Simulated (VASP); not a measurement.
Wanted: the native input for a VASP 6.6.1 run.

```
Task                   : single point
Functional             : PBEsol
Potentials or basis    : VASP PAW PBE potentials, release 64 (Mo_sv, S)
Cutoff                 : 520 eV
k mesh                 : 12 × 12 × 4
Occupations            : methfessel-paxton, width 0.11 eV
Spin                   : no spin polarisation
Dipole correction      : no
Further INCAR settings : ALGO = Normal; EDIFF = 1e-07; NBANDS = 35
```

The structure of MoS2 lies in POSCAR:

```
MoS2
1.0
    3.0032912014      0.0000000000      0.0000000000
   -1.5016456007      2.6009264754      0.0000000000
    0.0000000000      0.0000000000     14.4151971085
Mo S
2 4
Direct
    0.3333333333      0.6666666667      0.2500000000
    0.6666666667      0.3333333333      0.7500000000
    0.3333333333      0.6666666667      0.6259932117
    0.6666666667      0.3333333333      0.1259932117
    0.3333333333      0.6666666667      0.8740067883
    0.6666666667      0.3333333333      0.3740067883
```

The input as run:

INCAR

```
PREC     = Accurate       # precision mode
ENCUT    = 520            # plane-wave cutoff, eV
EDIFF    = 1E-7           # SCF threshold, eV
ISMEAR   = 1              # smearing method
SIGMA    = 0.11           # smearing width, eV
LREAL    = F              # projectors in reciprocal space
LASPH    = T              # aspherical terms in the spheres
NELM     = 80             # most SCF steps
ALGO     = Normal         # electronic algorithm
ISIF     = 2              # what is computed and relaxed
LWAVE    = F              # write WAVECAR
LCHARG   = F              # write CHGCAR
GGA      = PS             # functional
NBANDS   = 35             # bands
```

KPOINTS

```
regular mesh
0
Gamma
  12 12 4
```

Potentials or basis: VASP PAW PBE potentials, release 64 (Mo_sv, S).

Launch:

```bash
$ cat potpaw_PBE.64/Mo_sv/POTCAR potpaw_PBE.64/S/POTCAR > POTCAR
$ mpirun -np 1 vasp_std > vasp.out
```

It gave:

| Quantity | Value |
| --- | --- |
| Pressure | -7.1 GPa |
| Largest force | 2.747 eV/Å |
| Band gap on the k mesh | 0.76 eV (least direct gap 1.26 eV) |

Caveat: the stress differs along the axes, from -29 to 4 GPa; the PAW data sets were made with another functional, which shifts forces and pressure a little; this functional lacks dispersion, which binds layers or chains, so the pressure and a relaxed spacing across them are unreliable.

Run time: 4.3 min on 1 thread of Intel Xeon 8259CL (shared host), peak memory 0.35 GiB.
